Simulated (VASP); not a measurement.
# BN (P6_3mc) in VASP: single point with LDA

Aim: the single point of BN with LDA.

Program: VASP 6.6.1. These are calculated values, not measurements. Logs are shortened: lines on timing, memory, paths and dates and some standing lists are left out, and cuts for length are marked.

**1. The cell of the first run**

It takes space group P6_3mc (No. 186, hexagonal). The conventional cell has a = 2.554 Å, b = 2.554 Å, c = 4.227 Å, α = 90.00°, β = 90.00°, γ = 120.00°. B (site symmetry 3m) has 4 N at 1.57 to 1.58 Å within 2.1 Å. N (site symmetry 3m) has 4 B at 1.57 to 1.58 Å within 2.1 Å.

**2. Single point, LDA**

The input, INCAR:

```
PREC     = Accurate       # precision mode
ENCUT    = 600            # plane-wave cutoff, eV
EDIFF    = 1E-6           # SCF threshold, eV
ISMEAR   = 0              # smearing method
SIGMA    = 0.1            # smearing width, eV
LREAL    = False          # projectors in reciprocal space
LASPH    = True           # aspherical terms in the spheres
NELM     = 120            # most SCF steps
ALGO     = Normal         # electronic algorithm
ISIF     = 2              # what is computed and relaxed
LWAVE    = False          # write WAVECAR
LCHARG   = False          # write CHGCAR
GGA      = CA             # functional
NBANDS   = 16             # bands
GGA_COMPAT= False
```

The input, KPOINTS:

```
regular mesh
0
Gamma
  9 9 4
```

The input, POSCAR:

```
BN
1.0
    2.5539396017      0.0000000000      0.0000000000
   -1.2769698009      2.2117765748      0.0000000000
    0.0000000000      0.0000000000      4.2268550000
B N
2 2
Direct
    0.6666666700      0.3333333300      0.9997240000
    0.3333333300      0.6666666700      0.4997240000
    0.6666666700      0.3333333300      0.6252760000
    0.3333333300      0.6666666700      0.1252760000
```

Potentials or basis: VASP PAW LDA potentials, release 64 (B, N).

On the command line:

```console
$ cat potpaw_LDA.64/B/POTCAR potpaw_LDA.64/N/POTCAR > POTCAR
$ mpirun -np 1 vasp_std > vasp.out
```

OUTCAR:

```text
PREC = Accurate
   ENCUT = 600
   EDIFF = 1E-6
   ISMEAR = 0
   LREAL = False
   LASPH = True
   NELM = 120
   ISIF = 2
   GGA = CA

 ion  position               nearest neighbor table
   1  0.667  0.333  1.000-   4 1.57   4 1.57   4 1.57   3 1.58
   2  0.333  0.667  0.500-   3 1.57   3 1.57   3 1.57   4 1.58
   3  0.667  0.333  0.625-   2 1.57   2 1.57   2 1.57   1 1.58
   4  0.333  0.667  0.125-   1 1.57   1 1.57   1 1.57   2 1.58

  LATTYP: Found a hexagonal cell.
 ALAT       =     2.5539396017
 C/A-ratio  =     1.6550332659

  Lattice vectors:

 A1 = (   2.5539396017,   0.0000000000,   0.0000000000)
 A2 = (  -1.2769698009,   2.2117765748,   0.0000000000)
 A3 = (   0.0000000000,   0.0000000000,   4.2268550000)

Analysis of symmetry for initial positions (statically):
=====================================================================
 Subroutine PRICEL returns:
 Original cell was already a primitive cell.

 Routine SETGRP: Setting up the symmetry group for a
 hexagonal supercell.

 Subroutine GETGRP returns: Found 12 space group operations
 (whereof  6 operations were pure point group operations)
 out of a pool of 24 trial point group operations.

The static configuration has the point symmetry C_3v.
 The point group associated with its full space group is C_6v.

Analysis of symmetry for dynamics (positions and initial velocities):
=====================================================================
 Subroutine PRICEL returns:
 Original cell was already a primitive cell.

 Routine SETGRP: Setting up the symmetry group for a
 hexagonal supercell.

 Subroutine GETGRP returns: Found 12 space group operations
 (whereof  6 operations were pure point group operations)
 out of a pool of 24 trial point group operations.

The dynamic configuration has the point symmetry C_3v.
 The point group associated with its full space group is C_6v.

 Subroutine INISYM returns: Found 12 space group operations
 (whereof  6 operations are pure point group operations),
 and found     1 'primitive' translations

----------------------------------------------------------------------------------------

                                     Primitive cell

  volume of cell :      23.8764

  direct lattice vectors                    reciprocal lattice vectors
     2.553939602  0.000000000  0.000000000     0.391551938  0.226062617  0.000000000
    -1.276969801  2.211776575  0.000000000     0.000000000  0.452125233  0.000000000
     0.000000000  0.000000000  4.226855000     0.000000000  0.000000000  0.236582518

  length of vectors
     2.553939602  2.553939602  4.226855000     0.452125233  0.452125233  0.236582518

  position of ions in fractional coordinates (direct lattice)
     0.666666670  0.333333330  0.999724000
     0.333333330  0.666666670  0.499724000
     0.666666670  0.333333330  0.625276000
     0.333333330  0.666666670  0.125276000

  ion indices of the primitive-cell ions
   primitive index   ion index
                 1           1
                 2           2
                 3           3
                 4           4

----------------------------------------------------------------------------------------

 KPOINTS: regular mesh

Automatic generation of k-mesh.
 Grid dimensions read from file:
 generate k-points for:    9    9    4

 Generating k-lattice:

  Cartesian coordinates                     Fractional coordinates (reciprocal lattice)
     0.043505771  0.025118069  0.000000000     0.111111111  0.000000000  0.000000000
     0.000000000  0.050236137  0.000000000     0.000000000  0.111111111  0.000000000
     0.000000000  0.000000000  0.059145630     0.000000000  0.000000000  0.250000000

  Length of vectors
     0.050236137  0.050236137  0.059145630

  Shift w.r.t. Gamma in fractional coordinates (k-lattice)
     0.000000000  0.000000000  0.000000000

 Subroutine IBZKPT returns following result:
 ===========================================

 Found     36 irreducible k-points:

 Following reciprocal coordinates:
            Coordinates               Weight
  0.000000  0.000000  0.000000      1.000000
  0.111111  0.000000  0.000000      6.000000
  0.222222  0.000000  0.000000      6.000000
  0.333333  0.000000  0.000000      6.000000
  0.444444  0.000000  0.000000      6.000000
  0.111111  0.111111  0.000000      6.000000
[... 16 lines left out ...]
  0.333333  0.222222  0.250000     24.000000
  0.333333  0.333333  0.250000      4.000000
 [... further k-points ...]
   k-points           NKPTS =     36   k-points in BZ     NKDIM =     36   number of bands    NBANDS=     16
   number of dos      NEDOS =    301   number of ions     NIONS =      4
   total plane-waves  NPLWV =  14400
   dimension x,y,z NGX =    20 NGY =   20 NGZ =   36
   dimension x,y,z NGXF=    40 NGYF=   40 NGZF=   72
   ions per type =               2   2
   NGX,Y,Z   is equivalent  to a cutoff of  13.02, 13.02, 14.16 a.u.
   NGXF,Y,Z  is equivalent  to a cutoff of  26.04, 26.04, 28.32 a.u.
 SYSTEM =  unknown system
   PREC   = accura    normal or accurate (medium, high low for compatibility)
   ISTART =      0    job   : 0-new  1-cont  2-samecut
   ICHARG =      2    charge: 1-file 2-atom 10-const
   ISPIN  =      1    spin polarized calculation?
   LNONCOLLINEAR =      F non collinear calculations
   LSORBIT =      F    spin-orbit coupling
   LASPH  =      T    aspherical Exc in radial PAW
   ENCUT  =  600.0 eV  44.10 Ry    6.64 a.u.   5.10  5.10  8.44*2*pi/ulx,y,z
   NELM   =    120;   NELMIN=  2; NELMDL= -5     # of ELM steps
   EDIFF  = 0.1E-05   stopping-criterion for ELM
   LREAL  =      F    real-space projection
   EDIFFG = 0.1E-04   stopping-criterion for IOM
   NSW    =      0    number of steps for IOM
   IBRION =     -1    ionic relax: 0-MD 1-quasi-New 2-CG
   NFREE  =      0    steps in history (QN), initial steepest desc. (CG)
   ISIF   =      2    stress and relaxation
   ISYM   =      2    0-nonsym 1-usesym 2-fastsym
   POTIM  = 0.5000    time-step for ionic-motion
   TEBEG  =    0.0;   TEEND  =   0.0 temperature during run
   PSTRESS=    0.0 pullay stress
   NELECT =      16.0000    total number of electrons
   NUPDOWN=      -1.0000    fix difference up-down
   EMIN   =  10.00;   EMAX   =-10.00  energy-range for DOS
   EFERMI =   0.00;   METHOD = LEGACY
   ISMEAR =     0;   SIGMA  =   0.10  broadening in eV -4-tet -1-fermi 0-gaus
   EFERMI_NEDOS =   21; number of points for ismear=-14 and -15
   IALGO  =     38    algorithm
   IMIX   =      4    mixing-type and parameters
     AMIX     =   0.40;   BMIX     =  1.00
     AMIX_MAG =   1.60;   BMIX_MAG =  1.00
  volume/ion in A,a.u.               =       5.97        40.28
  Fermi-wavevector in a.u.,A,eV,Ry     =   1.432600  2.707222 27.923836  2.052344
  Thomas-Fermi vector in A             =   2.552210
   LORBIT       =      0    0 simple, 1 ext, 2 COOP (PROOUT), +10 PAW based schemes
   GGA     = CA    functional components
   LHFCALC =     F    Hartree Fock is set to
   AEXX    =    0.0000 exact exchange contribution
   IVDW    =     0    specifies the selected vdW correction
   LEPSILON=     F    determine dielectric tensor
   LRPA    =     F    only Hartree local field effects (RPA)
 non-spin polarized calculation
 Gauss-broadening in eV      SIGMA  =   0.10
  energy-cutoff  :      600.00
  volume of cell :       23.88
 maximum number of plane-waves:       810
   NGX = 11   NGY = 11   NGZ = 17

 number of electron      16.0000000 magnetization

 Free energy of the ion-electron system (eV)
  ---------------------------------------------------
  ext. energy  EPLUGINS =         0.00000000
  ---------------------------------------------------
  free energy    TOTEN  =       -38.72841966 eV

  energy without entropy =      -38.72841966  energy(sigma->0) =      -38.72841966

 E-fermi :   7.9109     XC(G=0): -13.0459

 val. band max:        7.4151931943   @ k =   0.0000   0.0000   0.0000
 cond. band min:      12.3795448212   @ k =   0.3333   0.3333   0.0000
 fundamental gap:      4.9643516269
 Fermi energy:         7.9108667515

 k-point     1 :       0.0000    0.0000    0.0000
  band No.  band energies     occupation
      1     -12.7121      2.00000
      2      -8.5485      2.00000
      3      -3.4373      2.00000
      4       5.3086      2.00000
      5       5.3086      2.00000
      6       7.1352      2.00000
[... 8 lines left out ...]
     15      19.1006      0.00000
     16      23.2496      0.00000

 k-point     2 :       0.1111    0.0000    0.0000
  band No.  band energies     occupation
      1     -12.4451      2.00000
      2      -8.3438      2.00000
      3      -3.1735      2.00000
      4       4.1508      2.00000
      5       4.8326      2.00000
      6       6.4552      2.00000
[... 8 lines left out ...]
     15      19.8465      0.00000
     16      22.8570      0.00000

 k-point     3 :       0.2222    0.0000    0.0000
  band No.  band energies     occupation
      1     -11.6592      2.00000
      2      -7.7853      2.00000
      3      -2.4013      2.00000
      4       1.6806      2.00000
      5       3.8676      2.00000
      6       4.3125      2.00000
[... 8 lines left out ...]
     15      21.6064      0.00000
     16      22.2995      0.00000

 k-point     4 :       0.3333    0.0000    0.0000
  band No.  band energies     occupation
      1     -10.4197      2.00000
      2      -7.1383      2.00000
      3      -1.2295      2.00000
      4      -0.6995      2.00000
      5       1.9659      2.00000
      6       3.0055      2.00000
[... 8 lines left out ...]
     15      22.9388      0.00000
     16      23.4933      0.00000
[... 324 lines left out ...]
 k-point    22 :       0.2222    0.2222    0.2500
  band No.  band energies     occupation
      1      -9.4109      2.00000
      2      -7.4441      2.00000
      3      -1.0282      2.00000
      4       0.0574      2.00000
      5       1.4838      2.00000
      6       1.6791      2.00000
[... 8 lines left out ...]
     15      22.3605      0.00000
     16      23.1273      0.00000

 k-point    23 :       0.3333    0.2222    0.2500
  band No.  band energies     occupation
      1      -8.1496      2.00000
      2      -7.1086      2.00000
      3      -1.7497      2.00000
      4      -0.7747      2.00000
      5       0.3065      2.00000
      6       2.0976      2.00000
[... 8 lines left out ...]
     15      22.8574      0.00000
     16      23.7452      0.00000

 k-point    24 :       0.3333    0.3333    0.2500
  band No.  band energies     occupation
      1      -7.3160      2.00000
      2      -7.3160      2.00000
      3      -1.4149      2.00000
      4      -0.7070      2.00000
      5      -0.7070      2.00000
      6       1.1648      2.00000
[... 8 lines left out ...]
     15      23.5165      0.00000
     16      23.5165      0.00000

 [... further k-points ...]
[... 5 lines left out ...]
  --------------------------------------------------------------------------------------
  -------------------------------------------------------------------------------------
  Total       -1.9378486     -1.9378486     -2.0021949      0.0000000      0.0000000      0.0000000
  in kB     -130.0352779   -130.0352779   -134.3531028      0.0000000      0.0000000      0.0000000
  external PRESSURE =    -131.4745529 kB  Pullay stress =       0.0000000 kB

 VOLUME and BASIS-vectors are now :
 -----------------------------------------------------------------------------
  energy-cutoff  :      600.00
  volume of cell :       23.88
      direct lattice vectors                 reciprocal lattice vectors
     2.553939602  0.000000000  0.000000000     0.391551938  0.226062617  0.000000000
    -1.276969801  2.211776575  0.000000000     0.000000000  0.452125233  0.000000000
     0.000000000  0.000000000  4.226855000     0.000000000  0.000000000  0.236582518

 POSITION                                       TOTAL-FORCE (eV/Angst)
 -----------------------------------------------------------------------------------
      1.27697      0.73726      4.22569        -0.000000      0.000000      0.021581
     -0.00000      1.47452      2.11226         0.000000     -0.000000      0.021581
      1.27697      0.73726      2.64295         0.000000      0.000000     -0.021581
     -0.00000      1.47452      0.52952        -0.000000      0.000000     -0.021581
 -----------------------------------------------------------------------------------
    total drift:                                0.000001     -0.000001      0.000532

  FREE ENERGIE OF THE ION-ELECTRON SYSTEM (eV)
  ---------------------------------------------------
  free  energy   TOTEN  =       -38.7284196550 eV

  energy  without entropy=      -38.7284196550  energy(sigma->0) =      -38.72841966
```

Run time: 8.2 s. Hardware: 1 thread of Intel Xeon Platinum 8488C (Sapphire Rapids), shared host; peak memory 0.13 GiB.

What came out:

```
Free energy            : -38.7284 eV
Pressure               : -13.1 GPa
Largest force          : 0.022 eV/Å
Band gap on the k mesh : 4.96 eV, indirect (least direct gap 8.10 eV)
```

Forces on the atoms (eV/Å):
```
B    0.000  0.000  0.022
B    0.000  0.000  0.022
N    0.000  0.000 -0.022
N    0.000  0.000 -0.022
```

A k mesh can miss the band edges. Expect the measured gap to be larger: semilocal functionals such as LDA lack the derivative discontinuity.
